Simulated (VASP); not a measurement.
# HfC (Fm-3m) in VASP: a series of runs, part 2 of 2

VASP 6.6.1. The steps go on from the part before.

### Step 5. Relaxation of cell and atoms, PBEsol

This run uses another cell than the first one, of 12.57 Å³/atom.

INCAR

```
SYSTEM = HfC
ALGO     = Normal         ! electronic algorithm
EDIFF    = 1E-6           ! SCF threshold, eV
EDIFFG   = -0.005         ! ionic threshold
ENCUT    = 600            ! plane-wave cutoff, eV
GGA      = PS             ! functional
IBRION   = 2              ! ionic algorithm
ISIF     = 3              ! what is computed and relaxed
ISMEAR   = 0              ! smearing method
LASPH    = .True.         ! aspherical terms in the spheres
LCHARG   = .False.        ! write CHGCAR
LREAL    = .False.        ! projectors in reciprocal space
LWAVE    = .False.        ! write WAVECAR
NELM     = 100            ! most SCF steps
NSW      = 70             ! ionic steps
PREC     = Accurate       ! precision mode
SIGMA    = 0.1            ! smearing width, eV
```

KPOINTS

```
k-points
0
Gamma
  12 12 12
  0 0 0
```

POSCAR

```
HfC
1.0
    0.0000000000      2.3250000000      2.3250000000
    2.3250000000      0.0000000000      2.3250000000
    2.3250000000      2.3250000000      0.0000000000
Hf C
1 1
Direct
    0.5000000000      0.5000000000      0.5000000000
    0.0000000000      0.0000000000      0.0000000000
```

Potentials or basis: VASP PAW PBE potentials, release 64 (Hf_pv, C).

On the command line:

```sh
> cat potpaw_PBE.64/Hf_pv/POTCAR potpaw_PBE.64/C/POTCAR > POTCAR
> mpirun -np 1 vasp_std > vasp.out
```

OUTCAR:

```text
SYSTEM = HfC
   EDIFF = 1E-6
   EDIFFG = -0.005
   ENCUT = 600
   GGA = PS
   IBRION = 2
   ISIF = 3
   ISMEAR = 0
   LASPH = .True.
   LREAL = .False.
   NELM = 100
   NSW = 70
   PREC = Accurate

 ion  position               nearest neighbor table
   1  0.500  0.500  0.500-   2 2.33   2 2.33   2 2.33   2 2.33   2 2.33   2 2.33
   2  0.000  0.000  0.000-   1 2.33   1 2.33   1 2.33   1 2.33   1 2.33   1 2.33

  LATTYP: Found a face centered cubic cell.
 ALAT       =     4.6500000000

  Lattice vectors:

 A1 = (   0.0000000000,   2.3250000000,   2.3250000000)
 A2 = (   2.3250000000,   0.0000000000,   2.3250000000)
 A3 = (   2.3250000000,   2.3250000000,   0.0000000000)

Analysis of symmetry for initial positions (statically):
=====================================================================
 Subroutine PRICEL returns:
 Original cell was already a primitive cell.

 Routine SETGRP: Setting up the symmetry group for a
 face centered cubic supercell.

 Subroutine GETGRP returns: Found 48 space group operations
 (whereof 48 operations were pure point group operations)
 out of a pool of 48 trial point group operations.

The static configuration has the point symmetry O_h .

Analysis of symmetry for dynamics (positions and initial velocities):
=====================================================================
 Subroutine PRICEL returns:
 Original cell was already a primitive cell.

 Routine SETGRP: Setting up the symmetry group for a
 face centered cubic supercell.

 Subroutine GETGRP returns: Found 48 space group operations
 (whereof 48 operations were pure point group operations)
 out of a pool of 48 trial point group operations.

The dynamic configuration has the point symmetry O_h .

 Subroutine INISYM returns: Found 48 space group operations
 (whereof 48 operations are pure point group operations),
 and found     1 'primitive' translations

----------------------------------------------------------------------------------------

                                     Primitive cell

  volume of cell :      25.1362

  direct lattice vectors                    reciprocal lattice vectors
     0.000000000  2.325000000  2.325000000    -0.215053763  0.215053763  0.215053763
     2.325000000  0.000000000  2.325000000     0.215053763 -0.215053763  0.215053763
     2.325000000  2.325000000  0.000000000     0.215053763  0.215053763 -0.215053763

  length of vectors
     3.288046533  3.288046533  3.288046533     0.372484045  0.372484045  0.372484045

  position of ions in fractional coordinates (direct lattice)
     0.500000000  0.500000000  0.500000000
     0.000000000  0.000000000  0.000000000

  ion indices of the primitive-cell ions
   primitive index   ion index
                 1           1
                 2           2

----------------------------------------------------------------------------------------

 KPOINTS: k-points

Automatic generation of k-mesh.
 Grid dimensions read from file:
 generate k-points for:   12   12   12

 Generating k-lattice:

  Cartesian coordinates                     Fractional coordinates (reciprocal lattice)
    -0.017921147  0.017921147  0.017921147     0.083333333  0.000000000  0.000000000
[... 52 lines left out ...]
   ICHARG =      2    charge: 1-file 2-atom 10-const
   ISPIN  =      1    spin polarized calculation?
   LNONCOLLINEAR =      F non collinear calculations
   LSORBIT =      F    spin-orbit coupling
   LASPH  =      T    aspherical Exc in radial PAW
   ENCUT  =  600.0 eV  44.10 Ry    6.64 a.u.   6.57  6.57  6.57*2*pi/ulx,y,z
   NELM   =    100;   NELMIN=  2; NELMDL= -5     # of ELM steps
   EDIFF  = 0.1E-05   stopping-criterion for ELM
   LREAL  =      F    real-space projection
   EDIFFG = -.5E-02   stopping-criterion for IOM
   NSW    =     70    number of steps for IOM
   IBRION =      2    ionic relax: 0-MD 1-quasi-New 2-CG
   NFREE  =      1    steps in history (QN), initial steepest desc. (CG)
   ISIF   =      3    stress and relaxation
   ISYM   =      2    0-nonsym 1-usesym 2-fastsym
   POTIM  = 0.5000    time-step for ionic-motion
   TEBEG  =    0.0;   TEEND  =   0.0 temperature during run
   PSTRESS=    0.0 pullay stress
   NELECT =      14.0000    total number of electrons
   NUPDOWN=      -1.0000    fix difference up-down
   EMIN   =  10.00;   EMAX   =-10.00  energy-range for DOS
   EFERMI =   0.00;   METHOD = LEGACY
   ISMEAR =     0;   SIGMA  =   0.10  broadening in eV -4-tet -1-fermi 0-gaus
   EFERMI_NEDOS =   21; number of points for ismear=-14 and -15
   IALGO  =     38    algorithm
   IMIX   =      4    mixing-type and parameters
     AMIX     =   0.40;   BMIX     =  1.00
     AMIX_MAG =   1.60;   BMIX_MAG =  1.00
  volume/ion in A,a.u.               =      12.57        84.81
  Fermi-wavevector in a.u.,A,eV,Ry     =   1.346949  2.545365 24.684672  1.814272
  Thomas-Fermi vector in A             =   2.474740
   LORBIT       =      0    0 simple, 1 ext, 2 COOP (PROOUT), +10 PAW based schemes
   GGA     = PS    functional components
   LHFCALC =     F    Hartree Fock is set to
   AEXX    =    0.0000 exact exchange contribution
   IVDW    =     0    specifies the selected vdW correction
   LEPSILON=     F    determine dielectric tensor
   LRPA    =     F    only Hartree local field effects (RPA)
 conjugate gradient relaxation of ions
 non-spin polarized calculation
 Gauss-broadening in eV      SIGMA  =   0.10
  energy-cutoff  :      600.00
  volume of cell :       25.14
 maximum number of plane-waves:       869
 NGX is ok and might be reduce to    28
   NGX = 13   NGY = 13   NGZ = 13

--------------------------------------- Ionic step        1  -------------------------------------------

 number of electron      14.0000000 magnetization

 Free energy of the ion-electron system (eV)
  ---------------------------------------------------
  ext. energy  EPLUGINS =         0.00000000
  ---------------------------------------------------
  free energy    TOTEN  =       -22.18152118 eV

  energy without entropy =      -22.18008479  energy(sigma->0) =      -22.18080299

------------------------ aborting loop because EDIFF is reached ----------------------------------------

  FORCE on cell =-STRESS in cart. coord.  units (eV):
  Direction    XX          YY          ZZ          XY          YZ          ZX
  --------------------------------------------------------------------------------------
  -------------------------------------------------------------------------------------
  Total       -1.1042851     -1.1042851     -1.1042851      0.0000000      0.0000000     -0.0000000
  in kB      -70.3870792    -70.3870792    -70.3870792      0.0000000      0.0000000     -0.0000000
  external PRESSURE =     -70.3870792 kB  Pullay stress =       0.0000000 kB
[... 95 lines left out ...]
--------------------------------------- Ionic step        4  -------------------------------------------

 number of electron      13.9999999 magnetization

 Free energy of the ion-electron system (eV)
  ---------------------------------------------------
  ext. energy  EPLUGINS =         0.00000000
  ---------------------------------------------------
  free energy    TOTEN  =       -22.19786069 eV

  energy without entropy =      -22.19636494  energy(sigma->0) =      -22.19711281

 E-fermi :   6.0614     XC(G=0): -12.5661

 val. band max:        5.9879677790   @ k =   0.5000   0.5000   0.0000
 cond. band min:       6.1042114322   @ k =   0.4167   0.3333   0.0000
 fundamental gap:      0.1162436532
 Fermi energy:         6.0613646805

 k-point     1 :       0.0000    0.0000    0.0000
  band No.  band energies     occupation
      1     -23.3251      2.00000
      2     -23.3251      2.00000
      3     -23.3251      2.00000
      4      -6.4039      2.00000
      5       7.0782      0.00000
      6       7.0782      0.00000
      7       7.0782      0.00000
      8       7.3853      0.00000
      9       7.3853      0.00000
     10       7.3853      0.00000
     11       9.4881      0.00000
[... 309 lines left out ...]
 k-point    24 :      -0.4167    0.1667    0.0000
  band No.  band energies     occupation
      1     -24.0133      2.00000
      2     -23.5419      2.00000
      3     -23.4300      2.00000
      4      -2.8739      2.00000
      5       0.4663      2.00000
      6       3.1835      2.00000
      7       3.2516      2.00000
      8      10.3471      0.00000
      9      11.1772      0.00000
     10      11.3853      0.00000
     11      14.9111      0.00000

 [... further k-points ...]

------------------------ aborting loop because EDIFF is reached ----------------------------------------

  FORCE on cell =-STRESS in cart. coord.  units (eV):
  Direction    XX          YY          ZZ          XY          YZ          ZX
  --------------------------------------------------------------------------------------
  -------------------------------------------------------------------------------------
  Total        0.0083591      0.0083591      0.0083591      0.0000000     -0.0000000      0.0000000
  in kB        0.5487489      0.5487489      0.5487489      0.0000000     -0.0000000      0.0000000
  external PRESSURE =       0.5487489 kB  Pullay stress =       0.0000000 kB
[... 17 lines left out ...]
  FREE ENERGIE OF THE ION-ELECTRON SYSTEM (eV)
  ---------------------------------------------------
  free  energy   TOTEN  =       -22.1978606862 eV

  energy  without entropy=      -22.1963649398  energy(sigma->0) =      -22.19711281

 reached required accuracy - stopping structural energy minimisation
```

It took 1.8 min on 1 thread of Intel Xeon 8259CL, shared host; peak memory 0.19 GiB.

What came out:

```yaml
Free_energy: -22.1979 eV
Relaxed_volume: 12.20 Å³/atom
Relaxed_cell: a = 3.256 Å, b = 3.256 Å, c = 3.256 Å, α = 60.00°, β = 60.00°, γ = 60.00°
Space_group_after_relaxing_to_0.1_Å: Fm-3m (No. 225)
Energy_gained_by_relaxing: 8.2 meV/atom
Ionic_steps: 4
Pressure_after_relaxing: 0.1 GPa
Band_gap_on_the_k_mesh: zero (bands 7 and 8 overlap by 1.47 eV)
```

The path:
```
step  energy change (eV)  largest force (eV/Å)  pressure (GPa)  volume (Å³)
   1              0.0000                0.0000           -7.04        25.14
   2              0.0374                0.0000           14.62        23.18
   3             -0.0163                0.0000           -0.18        24.42
   4             -0.0163                0.0000            0.05        24.41
```

Final structure:
```yaml
crystal:
  lattice:
    - [0.00000, 2.30227, 2.30227]
    - [2.30227, 0.00000, 2.30227]
    - [2.30227, 2.30227, 0.00000]
  atoms:
    - { symbol: Hf, position: [0.50000, 0.50000, 0.50000] }
    - { symbol: C, position: [0.00000, 0.00000, 0.00000] }
```

Caveat: the PAW data sets were made with another functional, which shifts forces and pressure a little; spin-orbit coupling is left out, which moves the levels of the heavy elements.

### Step 6. Summary

| task | level | cell | cutoff (eV) | gap on the mesh (eV) | pressure (GPa) |
| --- | --- | --- | --- | --- | --- |
| single point | PBEsol | a = 3.258 Å, angles 60.0°, 2 atoms | 520 | none | -0.4 |
| single point | r2SCAN | a = 3.258 Å, angles 60.0°, 2 atoms | 520 | none | 4.5 |
| relaxation of cell and atoms | PBEsol | relaxed from a = 3.288 Å, angles 60.0°, 2 atoms | 600 | none | 0.1 |

Alike in all rows: potentials or basis VASP PAW PBE potentials, release 64 (Hf_pv, C); no spin polarisation; k mesh 12 × 12 × 12; smearing gaussian 0.1 eV.

Caveats: the PAW data sets were made with another functional, which shifts forces and pressure a little; spin-orbit coupling is left out, which moves the levels of the heavy elements; the cell stands under pressure (at least some runs).

Absolute energies hang on the potentials; compare differences alone.
